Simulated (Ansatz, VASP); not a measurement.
Two plane-wave programs on Ni

The input INCAR:

```
PREC = Accurate
ENCUT = 600
EDIFF = 1E-6
ISMEAR = -1
SIGMA = 0.1
LREAL = F
LASPH = T
NELM = 120
ALGO = Normal
ISIF = 2
LWAVE = F
LCHARG = F
GGA = B5
ALDAX = 1.0
AGGAX = 1.0
AGGAC = 1.0
ALDAC = 0.0
NBANDS = 11
GGA_COMPAT = F
```

Contents of KPOINTS:

```
Automatic mesh
0
Gamma
  15 15 15
```

The input POSCAR:

```
Ni
1.0
    2.4284424739      0.0000000000      0.0000000000
    0.0000000000      2.4284424739      0.0000000000
    0.0000000000      0.0000000000      2.4284424739
Ni
1
Direct
    0.0000000000      0.0000000000      0.0000000000
```

Input for Ansatz:

```yaml
crystal:
  lattice:
    - [2.4284424739, 0.0, 0.0]
    - [0.0, 2.4284424739, 0.0]
    - [0.0, 0.0, 2.4284424739]
  atoms:
    - { symbol: Ni, position: [0.0, 0.0, 0.0] }
hamiltonian:
  xc: blyp
  pseudopotentials:
    kind: paw
    azcp:
      Ni: "pseudopotentials/Ni.paw.azcp"
basis:
  ecutwfc: 420
  fft_grid_basis: typed
kpoints:
  mp_grid: { grid: [15, 15, 15], shift: [0, 0, 0] }
magnetization:
  spin_polarized: false
scf:
  occupations: { method: fermi_dirac, width: 0.1 }
  lower_state_search: "off"
output:
  stress: true
  write_density: true
  write_potential: true
  elf: true
  volumetric_format: npy
```

Alike in both runs: task single point; functional BLYP; k mesh 15 × 15 × 15; occupations fermi-dirac, width 0.1 eV; no spin polarisation.

|  | VASP | Ansatz |
| --- | --- | --- |
| version | VASP 6.6.1 | Ansatz 0.2.0 |
| potentials or method | VASP PAW PBE potentials, release 64 (Ni), cutoff 600 eV | plane waves (420 eV) with PAW, scalar-relativistic |
| valence electrons in the cell | 10 | 18 |

VASP gave:

- pressure (GPa): -7.8

Task: Which values does Ansatz return?

Result: Pressure (GPa): -7.9.

VASP's potentials were made for PBE, not for BLYP. With one functional, cell and mesh, what is left measures potentials, basis and numerics. VASP's potentials hold 10 valence electrons a cell and Ansatz's 18, so a difference there can come from the potentials and not from the codes.
